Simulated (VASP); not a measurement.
# MgS (Pm-3m) in VASP: relaxation of cell and atoms with LDA

Aim: the relaxation of cell and atoms of MgS with LDA.

Everything below comes from runs of VASP 6.6.1. Logs are shortened: lines on timing, memory, paths and dates and some standing lists are left out, and cuts for length are marked.

### Step 1. The cell of the first run

Symmetry: Pm-3m, No. 221, cubic system. The conventional cell has a = 3.274 Å, b = 3.274 Å, c = 3.274 Å, α = 90.00°, β = 90.00°, γ = 90.00°. Within 3.7 Å of Mg (site symmetry m-3m) lie 8 S at 2.84 Å and 6 Mg at 3.27 Å. S (site symmetry m-3m) has 8 Mg at 2.84 Å and 6 S at 3.27 Å within 3.7 Å.

### Step 2. Relaxation of cell and atoms, LDA

File INCAR:

```
PREC = Accurate
ENCUT = 840
EDIFF = 1E-7
ISMEAR = -1
SIGMA = 0.02
LREAL = F
LASPH = T
NELM = 120
ALGO = Normal
ISIF = 3
LWAVE = F
LCHARG = F
IBRION = 2
NSW = 80
EDIFFG = -0.005
GGA_COMPAT = F
NELMIN = 4
```

File KPOINTS:

```
Automatic mesh
0
Gamma
  8 8 8
```

File POSCAR:

```
MgS
1.0
    3.2740189688      0.0000000000      0.0000000000
    0.0000000000      3.2740189688      0.0000000000
    0.0000000000      0.0000000000      3.2740189688
Mg S
1 1
Direct
    0.0000000000      0.0000000000      0.0000000000
    0.5000000000      0.5000000000      0.5000000000
```

Potentials or basis: VASP PAW LDA potentials, release 64 (Mg_sv, S).

Command:

```console
$ cat potpaw_LDA.64/Mg_sv/POTCAR potpaw_LDA.64/S/POTCAR > POTCAR
$ mpirun -np 1 vasp_std > vasp.out
```

OUTCAR:

```text
PREC = Accurate
   ENCUT = 840
   EDIFF = 1E-7
   ISMEAR = -1
   LREAL = F
   LASPH = T
   NELM = 120
   ISIF = 3
   IBRION = 2
   NSW = 80
   EDIFFG = -0.005
   NELMIN = 4

 ion  position               nearest neighbor table
   1  0.000  0.000  0.000-
   2  0.500  0.500  0.500-

  LATTYP: Found a simple cubic cell.
 ALAT       =     3.2740189688

  Lattice vectors:

 A1 = (   3.2740189688,   0.0000000000,   0.0000000000)
 A2 = (   0.0000000000,   3.2740189688,   0.0000000000)
 A3 = (   0.0000000000,   0.0000000000,   3.2740189688)

Analysis of symmetry for initial positions (statically):
=====================================================================
 Subroutine PRICEL returns:
 Original cell was already a primitive cell.

 Routine SETGRP: Setting up the symmetry group for a
 simple cubic supercell.

 Subroutine GETGRP returns: Found 48 space group operations
 (whereof 48 operations were pure point group operations)
 out of a pool of 48 trial point group operations.

The static configuration has the point symmetry O_h .

Analysis of symmetry for dynamics (positions and initial velocities):
=====================================================================
 Subroutine PRICEL returns:
 Original cell was already a primitive cell.

 Routine SETGRP: Setting up the symmetry group for a
 simple cubic supercell.

 Subroutine GETGRP returns: Found 48 space group operations
 (whereof 48 operations were pure point group operations)
 out of a pool of 48 trial point group operations.

The dynamic configuration has the point symmetry O_h .

 Subroutine INISYM returns: Found 48 space group operations
 (whereof 48 operations are pure point group operations),
 and found     1 'primitive' translations

----------------------------------------------------------------------------------------

                                     Primitive cell

  volume of cell :      35.0949

  direct lattice vectors                    reciprocal lattice vectors
     3.274018969  0.000000000  0.000000000     0.305435005  0.000000000  0.000000000
     0.000000000  3.274018969  0.000000000     0.000000000  0.305435005  0.000000000
     0.000000000  0.000000000  3.274018969     0.000000000  0.000000000  0.305435005

  length of vectors
     3.274018969  3.274018969  3.274018969     0.305435005  0.305435005  0.305435005

  position of ions in fractional coordinates (direct lattice)
     0.000000000  0.000000000  0.000000000
     0.500000000  0.500000000  0.500000000

  ion indices of the primitive-cell ions
   primitive index   ion index
                 1           1
                 2           2

----------------------------------------------------------------------------------------

 KPOINTS: Automatic mesh

Automatic generation of k-mesh.
 Grid dimensions read from file:
 generate k-points for:    8    8    8

 Generating k-lattice:

  Cartesian coordinates                     Fractional coordinates (reciprocal lattice)
     0.038179376  0.000000000  0.000000000     0.125000000  0.000000000  0.000000000
     0.000000000  0.038179376  0.000000000     0.000000000  0.125000000  0.000000000
     0.000000000  0.000000000  0.038179376     0.000000000  0.000000000  0.125000000

  Length of vectors
     0.038179376  0.038179376  0.038179376

  Shift w.r.t. Gamma in fractional coordinates (k-lattice)
     0.000000000  0.000000000  0.000000000

 Subroutine IBZKPT returns following result:
 ===========================================

 Found     35 irreducible k-points:

 Following reciprocal coordinates:
            Coordinates               Weight
  0.000000  0.000000  0.000000      1.000000
  0.125000  0.000000  0.000000      6.000000
  0.250000  0.000000  0.000000      6.000000
  0.375000  0.000000  0.000000      6.000000
  0.500000  0.000000  0.000000      3.000000
  0.125000  0.125000  0.000000     12.000000
[... 16 lines left out ...]
  0.375000  0.375000  0.125000     24.000000
  0.500000  0.375000  0.125000     24.000000
 [... further k-points ...]
   k-points           NKPTS =     35   k-points in BZ     NKDIM =     35   number of bands    NBANDS=     12
   number of dos      NEDOS =    301   number of ions     NIONS =      2
   total plane-waves  NPLWV =  32768
   dimension x,y,z NGX =    32 NGY =   32 NGZ =   32
   dimension x,y,z NGXF=    64 NGYF=   64 NGZF=   64
   ions per type =               1   1
   NGX,Y,Z   is equivalent  to a cutoff of  16.25, 16.25, 16.25 a.u.
   NGXF,Y,Z  is equivalent  to a cutoff of  32.50, 32.50, 32.50 a.u.
 SYSTEM =  unknown system
   PREC   = accura    normal or accurate (medium, high low for compatibility)
   ISTART =      0    job   : 0-new  1-cont  2-samecut
   ICHARG =      2    charge: 1-file 2-atom 10-const
   ISPIN  =      1    spin polarized calculation?
   LNONCOLLINEAR =      F non collinear calculations
   LSORBIT =      F    spin-orbit coupling
   LASPH  =      T    aspherical Exc in radial PAW
   ENCUT  =  840.0 eV  61.74 Ry    7.86 a.u.   7.74  7.74  7.74*2*pi/ulx,y,z
   NELM   =    120;   NELMIN=  4; NELMDL= -5     # of ELM steps
   EDIFF  = 0.1E-06   stopping-criterion for ELM
   LREAL  =      F    real-space projection
   EDIFFG = -.5E-02   stopping-criterion for IOM
   NSW    =     80    number of steps for IOM
   IBRION =      2    ionic relax: 0-MD 1-quasi-New 2-CG
   NFREE  =      1    steps in history (QN), initial steepest desc. (CG)
   ISIF   =      3    stress and relaxation
   ISYM   =      2    0-nonsym 1-usesym 2-fastsym
   POTIM  = 0.5000    time-step for ionic-motion
   TEBEG  =    0.0;   TEEND  =   0.0 temperature during run
   PSTRESS=    0.0 pullay stress
   NELECT =      16.0000    total number of electrons
   NUPDOWN=      -1.0000    fix difference up-down
   EMIN   =  10.00;   EMAX   =-10.00  energy-range for DOS
   EFERMI =   0.00;   METHOD = LEGACY
   ISMEAR =    -1;   SIGMA  =   0.02  broadening in eV -4-tet -1-fermi 0-gaus
   EFERMI_NEDOS =   21; number of points for ismear=-14 and -15
   IALGO  =     38    algorithm
   IMIX   =      4    mixing-type and parameters
     AMIX     =   0.40;   BMIX     =  1.00
     AMIX_MAG =   1.60;   BMIX_MAG =  1.00
  volume/ion in A,a.u.               =      17.55       118.42
  Fermi-wavevector in a.u.,A,eV,Ry     =   1.259990  2.381035 21.600253  1.587574
  Thomas-Fermi vector in A             =   2.393522
   LORBIT       =      0    0 simple, 1 ext, 2 COOP (PROOUT), +10 PAW based schemes
   GGA     = CA    functional components
   LHFCALC =     F    Hartree Fock is set to
   AEXX    =    0.0000 exact exchange contribution
   IVDW    =     0    specifies the selected vdW correction
   LEPSILON=     F    determine dielectric tensor
   LRPA    =     F    only Hartree local field effects (RPA)
 conjugate gradient relaxation of ions
 non-spin polarized calculation
  energy-cutoff  :      840.00
  volume of cell :       35.09
 maximum number of plane-waves:      1964
 NGX is ok and might be reduce to    32
   NGX = 15   NGY = 15   NGZ = 15

--------------------------------------- Ionic step        1  -------------------------------------------

 number of electron      16.0000018 magnetization

 Free energy of the ion-electron system (eV)
  ---------------------------------------------------
  ext. energy  EPLUGINS =         0.00000000
  ---------------------------------------------------
  free energy    TOTEN  =        -8.23445952 eV

  energy without entropy =       -8.23379045  energy(sigma->0) =       -8.23412499

------------------------ aborting loop because EDIFF is reached ----------------------------------------

  FORCE on cell =-STRESS in cart. coord.  units (eV):
  Direction    XX          YY          ZZ          XY          YZ          ZX
  --------------------------------------------------------------------------------------
  -------------------------------------------------------------------------------------
  Total       -0.9063272     -0.9063272     -0.9063272      0.0000000     -0.0000000      0.0000000
  in kB      -41.3763360    -41.3763360    -41.3763360      0.0000000     -0.0000000      0.0000000
  external PRESSURE =     -41.3763360 kB  Pullay stress =       0.0000000 kB
[... 57 lines left out ...]
  energy  without entropy=       -8.2587964103  energy(sigma->0) =       -8.25928645

--------------------------------------- Ionic step        3  -------------------------------------------

 number of electron      15.9999995 magnetization

 Free energy of the ion-electron system (eV)
  ---------------------------------------------------
  ext. energy  EPLUGINS =         0.00000000
  ---------------------------------------------------
  free energy    TOTEN  =        -8.26055164 eV

  energy without entropy =       -8.25969507  energy(sigma->0) =       -8.26012336

 E-fermi :   5.6751     XC(G=0): -10.5007

 val. band max:        5.5420920580   @ k =   0.3750   0.3750   0.0000
 cond. band min:       5.6789260550   @ k =   0.5000   0.3750   0.0000
 fundamental gap:      0.1368339970
 Fermi energy:         5.6751283024

 k-point     1 :       0.0000    0.0000    0.0000
  band No.  band energies     occupation
      1     -70.2584      2.00000
      2     -37.7397      2.00000
      3     -37.7397      2.00000
      4     -37.7397      2.00000
      5      -8.6924      2.00000
      6       4.2213      2.00000
      7       4.2213      2.00000
      8       4.2213      2.00000
      9       6.5944      0.00000
     10       9.7457      0.00000
     11       9.7457      0.00000
     12      18.3578      0.00000
[... 331 lines left out ...]
 k-point    24 :       0.5000    0.3750    0.1250
  band No.  band energies     occupation
      1     -70.2565      2.00000
      2     -37.7539      2.00000
      3     -37.7513      2.00000
      4     -37.7394      2.00000
      5      -6.3911      2.00000
      6       0.0566      2.00000
      7       0.9597      2.00000
      8       4.7947      2.00000
      9       5.9323      0.00001
     10      11.3500      0.00000
     11      11.9249      0.00000
     12      14.3712      0.00000

 [... further k-points ...]
[... 5 lines left out ...]
  --------------------------------------------------------------------------------------
  -------------------------------------------------------------------------------------
  Total       -0.0039205     -0.0039205     -0.0039205     -0.0000000     -0.0000000      0.0000000
  in kB       -0.1894414     -0.1894414     -0.1894414     -0.0000000     -0.0000000      0.0000000
  external PRESSURE =      -0.1894414 kB  Pullay stress =       0.0000000 kB
[... 17 lines left out ...]
  FREE ENERGIE OF THE ION-ELECTRON SYSTEM (eV)
  ---------------------------------------------------
  free  energy   TOTEN  =        -8.2605516409 eV

  energy  without entropy=       -8.2596950729  energy(sigma->0) =       -8.26012336

 reached required accuracy - stopping structural energy minimisation
```

It took 20 s on 1 thread of Intel Xeon Platinum 8559C (Emerald Rapids), shared host; peak memory 0.17 GiB.

Results:

* Free energy: -8.2606 eV
* Relaxed volume: 16.58 Å³/atom
* Relaxed cell: a = 3.213 Å, b = 3.213 Å, c = 3.213 Å, α = 90.00°, β = 90.00°, γ = 90.00°
* Space group after relaxing (to 0.1 Å): Pm-3m (No. 221)
* Energy gained by relaxing: 13.0 meV/atom
* Ionic steps: 3
* Pressure after relaxing: 0.0 GPa
* Band gap on the k mesh: zero (bands 8 and 9 overlap by 0.51 eV)

Step by step:
```csv
step,energy change (eV),largest force (eV/Å),pressure (GPa),volume (Å³)
1,0.0000,0.0000,-4.14,35.09
2,-0.0253,0.0000,0.79,32.84
3,-0.0261,0.0000,-0.02,33.16
```

Final structure:
```
Mg S
1.0
     3.21260    0.00000    0.00000
     0.00000    3.21260    0.00000
     0.00000    0.00000    3.21260
Mg S
1 1
Direct
  0.00000 0.00000 0.00000
  0.50000 0.50000 0.50000
```

Caveat: the structure was generated, so it needn't be the stable form of MgS; semilocal functionals underestimate gaps, and a narrow one can read as zero.

The gap in the log of VASP goes by the Fermi energy; the results here count the filled bands.